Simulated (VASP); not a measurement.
Wanted: the native input for a VASP 6.6.1 run.

- Task: single point
- Functional: LDA
- Potentials or basis: VASP PAW LDA potentials, release 64 (S)
- Cutoff: 520 eV
- k mesh: 16 × 16 × 16
- Occupations: fermi-dirac, width 0.08 eV
- Spin: no spin polarisation
- Dipole correction: no
- Further INCAR settings: ALGO = Normal; EDIFF = 1e-06; NBANDS = 9

The structure of S lies in POSCAR:

```
S
1.0
    2.3057739616      0.0000000000      0.0000000000
    0.0000000000      2.3057739616      0.0000000000
    0.0000000000      0.0000000000      2.3057739616
S
1
Direct
    0.0000000000      0.0000000000      0.0000000000
```

This cell differs from its parent crystal: volume scaled by 0.76.

One way to write it, as run:

INCAR

```
SYSTEM = S
  PREC = Accurate
  ENCUT = 520
  EDIFF = 1E-6
  ISMEAR = -1
  SIGMA = 0.08
  LREAL = .FALSE.
  LASPH = .TRUE.
  NELM = 60
  ALGO = Normal
  ISIF = 2
  LWAVE = .FALSE.
  LCHARG = .FALSE.
  NBANDS = 9
```

KPOINTS

```
regular mesh
0
G
  16 16 16
  0 0 0
```

Potentials or basis: VASP PAW LDA potentials, release 64 (S).

Launch:

```bash
$ cat potpaw_LDA.64/S/POTCAR > POTCAR
$ mpirun -np 1 vasp_std > vasp.out
```

Results of the run:

```json
{"Pressure": "44.7 GPa", "Band gap on the k mesh": "zero (band 3 reaches 17.38 eV, above the bottom of band 4 at 7.23 eV)"}
```

Run time: 27 s on 1 thread of AMD EPYC 7R13 (shared host), peak memory 0.09 GiB.
